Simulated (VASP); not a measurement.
Runs of VASP 6.6.1 on TiB2. The structure is that of space group P6/mmm (No. 191), or close to it. The cells are those of the table. 

| task | level | cell | k mesh | cutoff (eV) | smearing | gap on the mesh (eV) | pressure (GPa) |
| --- | --- | --- | --- | --- | --- | --- | --- |
| single point | PBE | a = 3.029, b = 3.029, c = 3.228 Å, angles 90.0, 90.0, 120.0°, 3 atoms | 8 × 8 × 5 | 500 | gaussian 0.2 eV | none | 0.6 |
| single point | r2SCAN | a = 3.032, b = 3.032, c = 3.224 Å, angles 90.0, 90.0, 120.0°, 3 atoms | 12 × 12 × 12 | 520 | gaussian 0.1 eV | none | -0.6 |
| single point | PBE | a = 3.032, b = 3.032, c = 3.225 Å, angles 90.0, 90.0, 120.0°, 3 atoms | 12 × 12 × 12 | 520 | gaussian 0.1 eV | none | (a) |
| single point | PBE | a = 3.037, b = 3.037, c = 3.214 Å, angles 90.0, 90.0, 120.0°, 3 atoms | 6 × 6 × 7 | 500 | gaussian 0.2 eV | none | 0.3 |
| relaxation of cell and atoms | PBE | relaxed from a = 3.032, b = 3.032, c = 3.224 Å, angles 90.0, 90.0, 120.0°, 3 atoms | 12 × 12 × 12 | 600 | gaussian 0.1 eV | none | 0.0 |

Alike in all rows: potentials or basis VASP PAW PBE potentials, release 64 (Ti_sv, B); no spin polarisation.

Question: Estimate the missing entries.

Answer: (a) 0.2.

Caveats: some runs use coarse meshes; the PAW data sets were made with another functional, which shifts forces and pressure a little (some runs).

A gap of «none» marks levels without a gap at the run's occupations.
